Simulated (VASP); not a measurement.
# MgAuC2N2 (P-1) in VASP: single point with PBE

Aim: the single point of MgAuC2N2 with PBE.

Everything below comes from runs of VASP 6.6.1. Logs are shortened: lines on timing, memory, paths and dates and some standing lists are left out, and cuts for length are marked.

**1. The cell of the first run**

The typed cell holds 6 atoms: a = 3.380 Å, b = 3.441 Å, c = 8.806 Å, α = 98.09°, β = 95.12°, γ = 110.77°.

**2. Single point, PBE**

File INCAR:

```
SYSTEM = MgAuC2N2
ALGO = Normal ; EDIFF = 1E-6
ENCUT = 520 ; GGA = PE
ISIF = 2 ; ISMEAR = 0
LASPH = .TRUE. ; LCHARG = .TRUE.
LELF = .TRUE. ; LREAL = .FALSE.
LVHAR = .TRUE. ; LWAVE = .FALSE.
NBANDS = 24 ; NELM = 100
PREC = Accurate ; SIGMA = 0.1
```

File KPOINTS:

```
k-points
0
G
  6 6 2
  0 0 0
```

File POSCAR:

```
MgAuC2N2
1.0
    3.3802644900      0.0000000000      0.0000000000
   -1.2205791900      3.2177026900      0.0000000000
   -0.7859014300     -1.6236040400      8.6188452200
Mg C Au N
1 2 1 2
Direct
    0.0000000000      0.0000000000      0.0000000000
    0.8080465300      0.8080465300      0.1919534700
    0.1919534700      0.1919534700      0.8080465300
    0.5000000000      0.5000000000      0.5000000000
    0.6946194900      0.6946194900      0.3053805100
    0.3053805100      0.3053805100      0.6946194900
```

Potentials or basis: VASP PAW PBE potentials, release 64 (Mg, C, Au, N).

The run is started by

```sh
> cat potpaw_PBE.64/Mg/POTCAR potpaw_PBE.64/C/POTCAR potpaw_PBE.64/Au/POTCAR potpaw_PBE.64/N/POTCAR > POTCAR
> mpirun -np 1 vasp_std > vasp.out
```

OUTCAR:

```text
SYSTEM = MgAuC2N2
   EDIFF = 1E-6
   ENCUT = 520
   GGA = PE
   ISIF = 2
   ISMEAR = 0
   LASPH = .TRUE.
   LREAL = .FALSE.
   NELM = 100
   PREC = Accurate

 ion  position               nearest neighbor table
   1  0.000  0.000  0.000-   2 1.98   3 1.98
   2  0.808  0.808  0.192-   5 1.17   1 1.98
   3  0.192  0.192  0.808-   6 1.17   1 1.98
   4  0.500  0.500  0.500-   5 2.01   6 2.01
   5  0.695  0.695  0.305-   2 1.17   4 2.01
   6  0.305  0.305  0.695-   3 1.17   4 2.01

  LATTYP: Found a triclinic cell.
 ALAT       =     3.4414276340
 B/A-ratio  =     3.5528172385
 C/A-ratio  =     1.1260696585
 COS(alpha) =     0.0008126141
 COS(beta)  =     0.5786774451
 COS(gamma) =     0.5789363162

  Lattice vectors:

 A1 = (   1.2205791900,  -3.2177026900,   0.0000000000)
 A2 = (   7.1952067400,  -4.8413067300,   8.6188452200)
 A3 = (  -2.1596853000,  -3.2177026900,   0.0000000000)

Analysis of symmetry for initial positions (statically):
=====================================================================
 Subroutine PRICEL returns:
 Original cell was already a primitive cell.

 Routine SETGRP: Setting up the symmetry group for a
 triclinic supercell.

 Subroutine GETGRP returns: Found  2 space group operations
 (whereof  2 operations were pure point group operations)
 out of a pool of  2 trial point group operations.

The static configuration has the point symmetry S_2 .

Analysis of symmetry for dynamics (positions and initial velocities):
=====================================================================
 Subroutine PRICEL returns:
 Original cell was already a primitive cell.

 Routine SETGRP: Setting up the symmetry group for a
 triclinic supercell.

 Subroutine GETGRP returns: Found  2 space group operations
 (whereof  2 operations were pure point group operations)
 out of a pool of  2 trial point group operations.

The dynamic configuration has the point symmetry S_2 .

 Subroutine INISYM returns: Found  2 space group operations
 (whereof  2 operations are pure point group operations),
 and found     1 'primitive' translations

----------------------------------------------------------------------------------------

                                     Primitive cell

  volume of cell :      93.7445

  direct lattice vectors                    reciprocal lattice vectors
     3.380264490  0.000000000  0.000000000     0.295834839  0.112219767  0.048115203
    -1.220579190  3.217702690  0.000000000     0.000000000  0.310780733  0.058544369
    -0.785901430 -1.623604040  8.618845220     0.000000000  0.000000000  0.116024824

  length of vectors
     3.380264490  3.441427634  8.805579144     0.320041561  0.316246908  0.116024824

  position of ions in fractional coordinates (direct lattice)
     0.000000000  0.000000000  0.000000000
     0.808046530  0.808046530  0.191953470
     0.191953470  0.191953470  0.808046530
     0.500000000  0.500000000  0.500000000
     0.694619490  0.694619490  0.305380510
     0.305380510  0.305380510  0.694619490

  ion indices of the primitive-cell ions
   primitive index   ion index
                 1           1
                 2           2
                 3           3
                 4           4
                 5           5
                 6           6

----------------------------------------------------------------------------------------

 KPOINTS: k-points

Automatic generation of k-mesh.
 Grid dimensions read from file:
 generate k-points for:    6    6    2

 Generating k-lattice:

  Cartesian coordinates                     Fractional coordinates (reciprocal lattice)
     0.049305806  0.018703295  0.008019201     0.166666667 -0.000000000  0.000000000
     0.000000000  0.051796789  0.009757395     0.000000000  0.166666667 -0.000000000
     0.000000000  0.000000000  0.058012412     0.000000000  0.000000000  0.500000000

  Length of vectors
     0.053340260  0.052707818  0.058012412

  Shift w.r.t. Gamma in fractional coordinates (k-lattice)
     0.000000000  0.000000000  0.000000000

 Subroutine IBZKPT returns following result:
 ===========================================

 Found     40 irreducible k-points:

 Following reciprocal coordinates:
            Coordinates               Weight
  0.000000  0.000000  0.000000      1.000000
  0.166667 -0.000000  0.000000      2.000000
  0.333333 -0.000000  0.000000      2.000000
  0.500000 -0.000000  0.000000      1.000000
  0.000000  0.166667  0.000000      2.000000
  0.166667  0.166667  0.000000      2.000000
[... 16 lines left out ...]
  0.333333 -0.000000  0.500000      2.000000
  0.500000 -0.000000  0.500000      1.000000
 [... further k-points ...]
   k-points           NKPTS =     40   k-points in BZ     NKDIM =     40   number of bands    NBANDS=     24
   number of dos      NEDOS =    301   number of ions     NIONS =      6
   total plane-waves  NPLWV =  54880
   dimension x,y,z NGX =    28 NGY =   28 NGZ =   70
   dimension x,y,z NGXF=    56 NGYF=   56 NGZF=  140
   ions per type =               1   2   1   2
   NGX,Y,Z   is equivalent  to a cutoff of  13.77, 13.53, 13.22 a.u.
   NGXF,Y,Z  is equivalent  to a cutoff of  27.54, 27.05, 26.43 a.u.
 SYSTEM =  MgAuC2N2
   PREC   = accura    normal or accurate (medium, high low for compatibility)
   ISTART =      0    job   : 0-new  1-cont  2-samecut
   ICHARG =      2    charge: 1-file 2-atom 10-const
   ISPIN  =      1    spin polarized calculation?
   LNONCOLLINEAR =      F non collinear calculations
   LSORBIT =      F    spin-orbit coupling
   LASPH  =      T    aspherical Exc in radial PAW
   ENCUT  =  520.0 eV  38.22 Ry    6.18 a.u.   6.29  6.40 16.37*2*pi/ulx,y,z
   NELM   =    100;   NELMIN=  2; NELMDL= -5     # of ELM steps
   EDIFF  = 0.1E-05   stopping-criterion for ELM
   LREAL  =      F    real-space projection
   EDIFFG = 0.1E-04   stopping-criterion for IOM
   NSW    =      0    number of steps for IOM
   IBRION =     -1    ionic relax: 0-MD 1-quasi-New 2-CG
   NFREE  =      0    steps in history (QN), initial steepest desc. (CG)
   ISIF   =      2    stress and relaxation
   ISYM   =      2    0-nonsym 1-usesym 2-fastsym
   POTIM  = 0.5000    time-step for ionic-motion
   TEBEG  =    0.0;   TEEND  =   0.0 temperature during run
   PSTRESS=    0.0 pullay stress
   NELECT =      31.0000    total number of electrons
   NUPDOWN=      -1.0000    fix difference up-down
   EMIN   =  10.00;   EMAX   =-10.00  energy-range for DOS
   EFERMI =   0.00;   METHOD = LEGACY
   ISMEAR =     0;   SIGMA  =   0.10  broadening in eV -4-tet -1-fermi 0-gaus
   EFERMI_NEDOS =   21; number of points for ismear=-14 and -15
   IALGO  =     38    algorithm
   IMIX   =      4    mixing-type and parameters
     AMIX     =   0.40;   BMIX     =  1.00
     AMIX_MAG =   1.60;   BMIX_MAG =  1.00
  volume/ion in A,a.u.               =      15.62       105.44
  Fermi-wavevector in a.u.,A,eV,Ry     =   1.132088  2.139336 17.437541  1.281623
  Thomas-Fermi vector in A             =   2.268788
   LORBIT       =      0    0 simple, 1 ext, 2 COOP (PROOUT), +10 PAW based schemes
   GGA     = PE    functional components
   LHFCALC =     F    Hartree Fock is set to
   AEXX    =    0.0000 exact exchange contribution
   IVDW    =     0    specifies the selected vdW correction
   LEPSILON=     F    determine dielectric tensor
   LRPA    =     F    only Hartree local field effects (RPA)
 non-spin polarized calculation
 Gauss-broadening in eV      SIGMA  =   0.10
  energy-cutoff  :      520.00
  volume of cell :       93.74
 maximum number of plane-waves:      2543
 NGX is ok and might be reduce to    28
   NGX = 13   NGY = 13   NGZ = 33

 number of electron      30.9999999 magnetization

 Free energy of the ion-electron system (eV)
  ---------------------------------------------------
  ext. energy  EPLUGINS =         0.00000000
  ---------------------------------------------------
  free energy    TOTEN  =       -36.28626996 eV

  energy without entropy =      -36.27684236  energy(sigma->0) =      -36.28155616

 E-fermi :   3.7438     XC(G=0):  -9.3109

 val. band max:        3.7232307000   @ k =  -0.1667   0.3333   0.5000
 cond. band min:       3.7950953803   @ k =  -0.3333   0.1667  -0.0000
 fundamental gap:      0.0718646803
 Fermi energy:         3.7437784163

 k-point     1 :       0.0000    0.0000    0.0000
  band No.  band energies     occupation
      1     -16.1179      2.00000
      2     -15.9909      2.00000
      3      -7.2963      2.00000
      4      -5.0836      2.00000
      5      -4.5142      2.00000
      6      -2.7542      2.00000
[... 16 lines left out ...]
     23      10.3891      0.00000
     24      12.7024      0.00000

 k-point     2 :       0.1667   -0.0000    0.0000
  band No.  band energies     occupation
      1     -16.0640      2.00000
      2     -15.9477      2.00000
      3      -7.2313      2.00000
      4      -5.1832      2.00000
      5      -4.2446      2.00000
      6      -2.8506      2.00000
[... 16 lines left out ...]
     23       9.9575      0.00000
     24      11.0465      0.00000

 k-point     3 :       0.3333   -0.0000    0.0000
  band No.  band energies     occupation
      1     -15.9530      2.00000
      2     -15.8587      2.00000
      3      -7.1293      2.00000
      4      -5.2923      2.00000
      5      -3.6830      2.00000
      6      -3.2139      2.00000
[... 16 lines left out ...]
     23       9.7221      0.00000
     24      10.5019      0.00000
[... 514 lines left out ...]
 k-point    23 :       0.3333   -0.0000    0.5000
  band No.  band energies     occupation
      1     -15.9461      2.00000
      2     -15.8658      2.00000
      3      -7.1115      2.00000
      4      -5.3371      2.00000
      5      -3.6983      2.00000
      6      -3.1432      2.00000
[... 16 lines left out ...]
     23       9.9325      0.00000
     24      10.8672      0.00000

 k-point    24 :       0.5000   -0.0000    0.5000
  band No.  band energies     occupation
      1     -15.8916      2.00000
      2     -15.8171      2.00000
      3      -7.1062      2.00000
      4      -5.2565      2.00000
      5      -3.6712      2.00000
      6      -3.1197      2.00000
[... 16 lines left out ...]
     23       9.8293      0.00000
     24      10.9594      0.00000

 [... further k-points ...]

------------------------ aborting loop because EDIFF is reached ----------------------------------------

  FORCE on cell =-STRESS in cart. coord.  units (eV):
  Direction    XX          YY          ZZ          XY          YZ          ZX
  --------------------------------------------------------------------------------------
  -------------------------------------------------------------------------------------
  Total        1.9896522      1.8286701      4.1006233     -0.0872669     -0.8579744     -0.5766453
  in kB       34.0049448     31.2536153     70.0833382     -1.4914691    -14.6635529     -9.8553861
  external PRESSURE =      45.1139661 kB  Pullay stress =       0.0000000 kB

 VOLUME and BASIS-vectors are now :
 -----------------------------------------------------------------------------
  energy-cutoff  :      520.00
  volume of cell :       93.74
      direct lattice vectors                 reciprocal lattice vectors
     3.380264490  0.000000000  0.000000000     0.295834839  0.112219767  0.048115203
    -1.220579190  3.217702690  0.000000000     0.000000000  0.310780733  0.058544369
    -0.785901430 -1.623604040  8.618845220     0.000000000  0.000000000  0.116024824

 POSITION                                       TOTAL-FORCE (eV/Angst)
 -----------------------------------------------------------------------------------
      0.00000      0.00000      0.00000        -0.000000      0.000000      0.000000
      1.59427      2.28840      1.65442        -0.181583     -0.303315     -0.504672
     -0.22049     -0.69430      6.96443         0.181583      0.303315      0.504672
      0.68689      0.79705      4.30942        -0.000000      0.000000      0.000000
      1.26016      1.73926      2.63203        -0.630369     -1.026430      1.861288
      0.11362     -0.14516      5.98682         0.630369      1.026430     -1.861288
 -----------------------------------------------------------------------------------
    total drift:                                0.000000      0.000000      0.000000

  FREE ENERGIE OF THE ION-ELECTRON SYSTEM (eV)
  ---------------------------------------------------
  free  energy   TOTEN  =       -36.2862699564 eV

  energy  without entropy=      -36.2768423607  energy(sigma->0) =      -36.28155616
```

Wall time 49 s (1 thread of Intel Xeon 6975P-C (Granite Rapids), shared host); peak memory 0.29 GiB.

Results:

```
Free energy   : -36.2863 eV
Pressure      : 4.5 GPa
Largest force : 2.217 eV/Å
```

Forces in eV/Å, atoms in the order of the input:
```
Mg   0.000  0.000  0.000
C   -0.182 -0.303 -0.505
C    0.182  0.303  0.505
Au   0.000  0.000  0.000
N   -0.630 -1.026  1.861
N    0.630  1.026 -1.861
```

Caveat: the k points lie up to 0.36 Å⁻¹ apart; spin-orbit coupling is left out, which moves the levels of the heavy elements; forces of over 1 eV/Å act on the atoms, so gaps and moduli don't describe the material at rest.
